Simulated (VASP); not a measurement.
A run of VASP 6.6.1:

The input INCAR:

```
SYSTEM = Li
PREC = Accurate
ENCUT = 520
EDIFF = 1E-6
ISMEAR = 0
SIGMA = 0.05
LREAL = .FALSE.
LASPH = .TRUE.
NELM = 60
ALGO = Normal
ISIF = 2
LWAVE = .FALSE.
LCHARG = .TRUE.
GGA = PE
LELF = .TRUE.
LVHAR = .TRUE.
NBANDS = 12
```

File KPOINTS:

```
regular mesh
0
G
  12 12 14
  0 0 0
```

The input POSCAR:

```
Li
1.0
    4.9488671300      0.0000000000      0.0000000000
   -2.4744335700      4.2858446600      0.0000000000
    0.0000000000      0.0000000000      2.8888430000
Li
3
Direct
    0.0000000000      0.0000000000      0.0000000000
    0.6666666700      0.3333333300      0.5000000000
    0.3333333300      0.6666666700      0.5000000000
```

Potentials or basis: VASP PAW PBE potentials, release 64 (Li_sv).

Run with:

```sh
$ cat potpaw_PBE.64/Li_sv/POTCAR > POTCAR
$ mpirun -np 1 vasp_std > vasp.out
```

Hardware: 1 thread of Intel Xeon 8259CL (shared host).

Task: How long does it take, and how much memory?

Result: It took 2.2 min on 1 thread of Intel Xeon 8259CL, on a shared host, peak memory 0.22 GiB. Counts: scf iterations 11, k points 152.
